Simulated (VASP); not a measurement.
# MoS2 (P-3m1) in VASP: single point with r2SCAN

Aim: the single point of MoS2 with r2SCAN.

Everything below comes from runs of VASP 6.6.1. Logs are shortened: lines on timing, memory, paths and dates and some standing lists are left out, and cuts for length are marked.

## Step 1: The cell of the first run

Symmetry: P-3m1, No. 164, trigonal system. Conventional cell: a = 3.230 Å, b = 3.230 Å, c = 6.636 Å, α = 90.00°, β = 90.00°, γ = 120.00°. Within 3.2 Å of Mo (site symmetry -3m) lie 6 S at 2.42 Å. Within 3.2 Å of S (site symmetry 3m) lie 3 Mo at 2.42 Å.

## Step 2: Single point, r2SCAN (volume scaled by 1.06, then relaxed in part)

File POSCAR:

```
MoS2
1.0
    3.2296576161      0.0000000000      0.0000000000
   -1.6148288080      2.7969655410      0.0000000000
    0.0000000000      0.0000000000      6.6361097384
Mo S
1 2
Direct
    0.0000000000      0.0000000000      0.5000000000
    0.3333333333      0.6666666667      0.2665735915
    0.6666666667      0.3333333333      0.7334264085
```

File INCAR.step1:

```
PREC = Accurate
ENCUT = 520
ISMEAR = 0
SIGMA = 0.1
LREAL = False
LASPH = True
NELM = 80
NBANDS = 20
GGA = PE
ALGO = Normal
EDIFF = 1E-4
LWAVE = True
LCHARG = False
```

File INCAR.step2:

```
PREC = Accurate
ENCUT = 520
EDIFF = 1E-6
ISMEAR = 0
SIGMA = 0.1
LREAL = False
LASPH = True
NELM = 80
ALGO = Normal
ISIF = 2
LWAVE = False
LCHARG = False
METAGGA = R2SCAN
LMIXTAU = True
NBANDS = 20
ISTART = 1
```

File KPOINTS:

```
Automatic mesh
0
Gamma
  18 18 8
```

Potentials or basis: VASP PAW PBE potentials, release 64 (Mo_sv, S).

On the command line:

```bash
cat potpaw_PBE.64/Mo_sv/POTCAR potpaw_PBE.64/S/POTCAR > POTCAR
cp INCAR.step1 INCAR
mpirun -np 1 vasp_std > vasp.out
cp INCAR.step2 INCAR
mpirun -np 1 vasp_std > vasp.out
```

OUTCAR:

```text
PREC = Accurate
   ENCUT = 520
   EDIFF = 1E-6
   ISMEAR = 0
   LREAL = False
   LASPH = True
   NELM = 80
   ISIF = 2
   METAGGA = R2SCAN
   ISTART = 1

 ion  position               nearest neighbor table
   1  0.000  0.000  0.500-   2 2.42   3 2.42   2 2.42   3 2.42   3 2.42   2 2.42
   2  0.333  0.667  0.267-   1 2.42   1 2.42   1 2.42
   3  0.667  0.333  0.733-   1 2.42   1 2.42   1 2.42

  LATTYP: Found a hexagonal cell.
 ALAT       =     3.2296576161
 C/A-ratio  =     2.0547409438

  Lattice vectors:

 A1 = (   3.2296576161,   0.0000000000,   0.0000000000)
 A2 = (  -1.6148288080,   2.7969655410,   0.0000000000)
 A3 = (   0.0000000000,   0.0000000000,   6.6361097384)

Analysis of symmetry for initial positions (statically):
=====================================================================
 Subroutine PRICEL returns:
 Original cell was already a primitive cell.

 Routine SETGRP: Setting up the symmetry group for a
 hexagonal supercell.

 Subroutine GETGRP returns: Found 12 space group operations
 (whereof 12 operations were pure point group operations)
 out of a pool of 24 trial point group operations.

The static configuration has the point symmetry D_3d.

Analysis of symmetry for dynamics (positions and initial velocities):
=====================================================================
 Subroutine PRICEL returns:
 Original cell was already a primitive cell.

 Routine SETGRP: Setting up the symmetry group for a
 hexagonal supercell.

 Subroutine GETGRP returns: Found 12 space group operations
 (whereof 12 operations were pure point group operations)
 out of a pool of 24 trial point group operations.

The dynamic configuration has the point symmetry D_3d.

 Subroutine INISYM returns: Found 12 space group operations
 (whereof 12 operations are pure point group operations),
 and found     1 'primitive' translations

----------------------------------------------------------------------------------------

                                     Primitive cell

  volume of cell :      59.9456

  direct lattice vectors                    reciprocal lattice vectors
     3.229657616  0.000000000  0.000000000     0.309630344  0.178765163  0.000000000
    -1.614828808  2.796965541  0.000000000     0.000000000  0.357530325  0.000000000
     0.000000000  0.000000000  6.636109738     0.000000000  0.000000000  0.150690697

  length of vectors
     3.229657616  3.229657616  6.636109738     0.357530325  0.357530325  0.150690697

  position of ions in fractional coordinates (direct lattice)
     0.000000000  0.000000000  0.500000000
     0.333333333  0.666666667  0.266573591
     0.666666667  0.333333333  0.733426409

  ion indices of the primitive-cell ions
   primitive index   ion index
                 1           1
                 2           2
                 3           3

----------------------------------------------------------------------------------------

 KPOINTS: Automatic mesh

Automatic generation of k-mesh.
 Grid dimensions read from file:
 generate k-points for:   18   18    8

 Generating k-lattice:

  Cartesian coordinates                     Fractional coordinates (reciprocal lattice)
     0.017201686  0.009931398  0.000000000     0.055555556 -0.000000000  0.000000000
     0.000000000  0.019862796  0.000000000     0.000000000  0.055555556  0.000000000
     0.000000000  0.000000000  0.018836337     0.000000000  0.000000000  0.125000000

  Length of vectors
     0.019862796  0.019862796  0.018836337

  Shift w.r.t. Gamma in fractional coordinates (k-lattice)
     0.000000000  0.000000000  0.000000000

 Subroutine IBZKPT returns following result:
 ===========================================

 Found    266 irreducible k-points:

 Following reciprocal coordinates:
            Coordinates               Weight
  0.000000  0.000000  0.000000      1.000000
  0.055556  0.000000  0.000000      6.000000
  0.111111  0.000000  0.000000      6.000000
  0.166667  0.000000  0.000000      6.000000
  0.222222 -0.000000  0.000000      6.000000
  0.277778  0.000000  0.000000      6.000000
[... 16 lines left out ...]
  0.333333  0.111111  0.000000     12.000000
  0.388889  0.111111  0.000000     12.000000
 [... further k-points ...]
   k-points           NKPTS =    266   k-points in BZ     NKDIM =    266   number of bands    NBANDS=     20
   number of dos      NEDOS =    301   number of ions     NIONS =      3
   total plane-waves  NPLWV =  28800
   dimension x,y,z NGX =    24 NGY =   24 NGZ =   50
   dimension x,y,z NGXF=    48 NGYF=   48 NGZF=  100
   ions per type =               1   2
   NGX,Y,Z   is equivalent  to a cutoff of  12.35, 12.35, 12.53 a.u.
   NGXF,Y,Z  is equivalent  to a cutoff of  24.71, 24.71, 25.05 a.u.
 SYSTEM =  unknown system
   PREC   = accura    normal or accurate (medium, high low for compatibility)
   ISTART =      1    job   : 0-new  1-cont  2-samecut
   ICHARG =      0    charge: 1-file 2-atom 10-const
   ISPIN  =      1    spin polarized calculation?
   LNONCOLLINEAR =      F non collinear calculations
   LSORBIT =      F    spin-orbit coupling
   LASPH  =      T    aspherical Exc in radial PAW
   ENCUT  =  520.0 eV  38.22 Ry    6.18 a.u.   6.01  6.01 12.34*2*pi/ulx,y,z
   NELM   =     80;   NELMIN=  2; NELMDL=  0     # of ELM steps
   EDIFF  = 0.1E-05   stopping-criterion for ELM
   LREAL  =      F    real-space projection
   EDIFFG = 0.1E-04   stopping-criterion for IOM
   NSW    =      0    number of steps for IOM
   IBRION =     -1    ionic relax: 0-MD 1-quasi-New 2-CG
   NFREE  =      0    steps in history (QN), initial steepest desc. (CG)
   ISIF   =      2    stress and relaxation
   ISYM   =      2    0-nonsym 1-usesym 2-fastsym
   POTIM  = 0.5000    time-step for ionic-motion
   TEBEG  =    0.0;   TEEND  =   0.0 temperature during run
   PSTRESS=    0.0 pullay stress
   NELECT =      26.0000    total number of electrons
   NUPDOWN=      -1.0000    fix difference up-down
   EMIN   =  10.00;   EMAX   =-10.00  energy-range for DOS
   EFERMI =   0.00;   METHOD = LEGACY
   ISMEAR =     0;   SIGMA  =   0.10  broadening in eV -4-tet -1-fermi 0-gaus
   EFERMI_NEDOS =   21; number of points for ismear=-14 and -15
   IALGO  =     38    algorithm
   IMIX   =      4    mixing-type and parameters
     AMIX     =   0.40;   BMIX     =  1.00
     AMIX_MAG =   1.60;   BMIX_MAG =  1.00
  volume/ion in A,a.u.               =      19.98       134.84
  Fermi-wavevector in a.u.,A,eV,Ry     =   1.239216  2.341778 20.893861  1.535655
  Thomas-Fermi vector in A             =   2.373708
   LORBIT       =      0    0 simple, 1 ext, 2 COOP (PROOUT), +10 PAW based schemes
   METAGGA = R2SCAN    functional components
   LHFCALC =     F    Hartree Fock is set to
   AEXX    =    0.0000 exact exchange contribution
   IVDW    =     0    specifies the selected vdW correction
   LEPSILON=     F    determine dielectric tensor
   LRPA    =     F    only Hartree local field effects (RPA)
 non-spin polarized calculation
 Gauss-broadening in eV      SIGMA  =   0.10
  energy-cutoff  :      520.00
  volume of cell :       59.95
 maximum number of plane-waves:      1644
   NGX = 13   NGY = 13   NGZ = 25

 number of electron      26.0000002 magnetization

 Free energy of the ion-electron system (eV)
  ---------------------------------------------------
  ext. energy  EPLUGINS =         0.00000000
  ---------------------------------------------------
  free energy    TOTEN  =       -44.14961135 eV

  energy without entropy =      -44.14473276  energy(sigma->0) =      -44.14717206

 E-fermi :   6.2591     XC(G=0): -10.7194

 val. band max:        6.2551417666   @ k =   0.2222   0.2222   0.5000
 cond. band min:       6.2749786731   @ k =   0.1667   0.1667   0.5000
 fundamental gap:      0.0198369064
 Fermi energy:         6.2590838896

 k-point     1 :       0.0000    0.0000    0.0000
  band No.  band energies     occupation
      1     -57.5919      2.00000
      2     -30.8837      2.00000
      3     -30.8633      2.00000
      4     -30.8633      2.00000
      5      -9.2638      2.00000
      6      -7.8824      2.00000
[... 12 lines left out ...]
     19      12.9111      0.00000
     20      16.3455      0.00000

 k-point     2 :       0.0556    0.0000    0.0000
  band No.  band energies     occupation
      1     -57.5908      2.00000
      2     -30.8815      2.00000
      3     -30.8738      2.00000
      4     -30.8657      2.00000
      5      -9.2154      2.00000
      6      -7.8716      2.00000
[... 12 lines left out ...]
     19      13.1651      0.00000
     20      16.0788      0.00000

 k-point     3 :       0.1111    0.0000    0.0000
  band No.  band energies     occupation
      1     -57.5879      2.00000
      2     -30.9041      2.00000
      3     -30.8753      2.00000
      4     -30.8726      2.00000
      5      -9.0731      2.00000
      6      -7.8401      2.00000
[... 12 lines left out ...]
     19      13.7677      0.00000
     20      15.8372      0.00000

 k-point     4 :       0.1667    0.0000    0.0000
  band No.  band energies     occupation
      1     -57.5834      2.00000
      2     -30.9501      2.00000
      3     -30.8832      2.00000
      4     -30.8659      2.00000
      5      -8.8472      2.00000
      6      -7.7901      2.00000
[... 12 lines left out ...]
     19      14.3529      0.00000
     20      15.7087      0.00000

 k-point     5 :       0.2222   -0.0000    0.0000
  band No.  band energies     occupation
      1     -57.5778      2.00000
      2     -31.0061      2.00000
      3     -30.8962      2.00000
      4     -30.8543      2.00000
      5      -8.5563      2.00000
      6      -7.7230      2.00000
[... 12 lines left out ...]
     19      14.4499      0.00000
     20      15.1210      0.00000

 k-point     6 :       0.2778    0.0000    0.0000
  band No.  band energies     occupation
      1     -57.5719      2.00000
      2     -31.0652      2.00000
      3     -30.9100      2.00000
      4     -30.8419      2.00000
      5      -8.2354      2.00000
      6      -7.6329      2.00000
[... 12 lines left out ...]
     19      14.0019      0.00000
     20      14.3972      0.00000

 k-point     7 :       0.3333    0.0000    0.0000
  band No.  band energies     occupation
      1     -57.5664      2.00000
      2     -31.1203      2.00000
      3     -30.9229      2.00000
      4     -30.8303      2.00000
      5      -7.9541      2.00000
      6      -7.4897      2.00000
[... 12 lines left out ...]
     19      13.7367      0.00000
     20      14.2116      0.00000
[... 277 lines left out ...]
 k-point    20 :       0.1667    0.1111    0.0000
  band No.  band energies     occupation
      1     -57.5757      2.00000
      2     -31.0202      2.00000
      3     -30.9092      2.00000
      4     -30.8497      2.00000
      5      -8.4341      2.00000
      6      -7.6994      2.00000
[... 12 lines left out ...]
     19      15.1816      0.00000
     20      15.3492      0.00000

 k-point    21 :       0.2222    0.1111    0.0000
  band No.  band energies     occupation
      1     -57.5701      2.00000
      2     -31.0712      2.00000
      3     -30.9266      2.00000
      4     -30.8381      2.00000
      5      -8.1194      2.00000
      6      -7.6181      2.00000
[... 12 lines left out ...]
     19      14.4394      0.00000
     20      14.9315      0.00000

 k-point    22 :       0.2778    0.1111    0.0000
  band No.  band energies     occupation
      1     -57.5649      2.00000
      2     -31.1187      2.00000
      3     -30.9430      2.00000
      4     -30.8272      2.00000
      5      -7.8411      2.00000
      6      -7.4891      2.00000
[... 12 lines left out ...]
     19      14.0457      0.00000
     20      14.5568      0.00000

 k-point    23 :       0.3333    0.1111    0.0000
  band No.  band energies     occupation
      1     -57.5606      2.00000
      2     -31.1571      2.00000
      3     -30.9564      2.00000
      4     -30.8182      2.00000
      5      -7.6894      2.00000
      6      -7.2741      2.00000
[... 12 lines left out ...]
     19      13.5708      0.00000
     20      14.6325      0.00000

 k-point    24 :       0.3889    0.1111    0.0000
  band No.  band energies     occupation
      1     -57.5579      2.00000
      2     -31.1820      2.00000
      3     -30.9651      2.00000
      4     -30.8124      2.00000
      5      -7.6295      2.00000
      6      -7.0717      2.00000
[... 12 lines left out ...]
     19      13.4183      0.00000
     20      14.8714      0.00000

 [... further k-points ...]
[... 5 lines left out ...]
  --------------------------------------------------------------------------------------
  -------------------------------------------------------------------------------------
  Total       -0.2459853     -0.2459853     -0.2520237     -0.0000000      0.0000000     -0.0000000
  in kB       -6.5744988     -6.5744988     -6.7358869     -0.0000000      0.0000000     -0.0000000
  external PRESSURE =      -6.6282949 kB  Pullay stress =       0.0000000 kB

 VOLUME and BASIS-vectors are now :
 -----------------------------------------------------------------------------
  energy-cutoff  :      520.00
  volume of cell :       59.95
      direct lattice vectors                 reciprocal lattice vectors
     3.229657616  0.000000000  0.000000000     0.309630344  0.178765163  0.000000000
    -1.614828808  2.796965541  0.000000000     0.000000000  0.357530325  0.000000000
     0.000000000  0.000000000  6.636109738     0.000000000  0.000000000  0.150690697

 POSITION                                       TOTAL-FORCE (eV/Angst)
 -----------------------------------------------------------------------------------
      0.00000      0.00000      3.31805         0.000000      0.000000      0.000000
     -0.00000      1.86464      1.76901         0.000000      0.000000     -0.003342
      1.61483      0.93232      4.86710        -0.000000      0.000000      0.003342
 -----------------------------------------------------------------------------------
    total drift:                               -0.000000     -0.000000      0.000000

  FREE ENERGIE OF THE ION-ELECTRON SYSTEM (eV)
  ---------------------------------------------------
  free  energy   TOTEN  =       -44.1496113521 eV

  energy  without entropy=      -44.1447327648  energy(sigma->0) =      -44.14717206
```

Run time: 16 min. Hardware: 1 thread of Intel Xeon 8259CL, shared host; peak memory 0.4 GiB.

What came out:

```
Free energy            : -44.1496 eV
Pressure               : -0.7 GPa
Largest force          : 0.003 eV/Å
Band gap on the k mesh : zero (band 13 reaches 6.93 eV, above the bottom of band 14 at 5.76 eV)
```

Forces in eV/Å, atoms in the order of the input:
```
Mo   0.000  0.000  0.000
S    0.000  0.000 -0.003
S    0.000  0.000  0.003
```

Levels at points of the mesh, in eV from the Fermi level:
```
           k point  band 10  band 11  band 12  band 13  band 14  band 15  band 16  band 17
(0.00, 0.00, 0.00)    -2.35    -1.05    -1.03    -1.03    -0.46    -0.46     3.33     3.33
(0.50, 0.00, 0.00)    -4.38    -3.29    -1.91    -1.88     0.94     1.77     3.66     4.10
(0.00, 0.00, 0.50)    -3.61    -1.03    -1.03    -0.49    -0.49    -0.28     3.41     3.41
(0.50, 0.00, 0.50)    -4.40    -2.78    -2.12    -1.83     0.94     1.78     3.47     4.86
```

Caveat: the PAW data sets were made with another functional, which shifts forces and pressure a little.
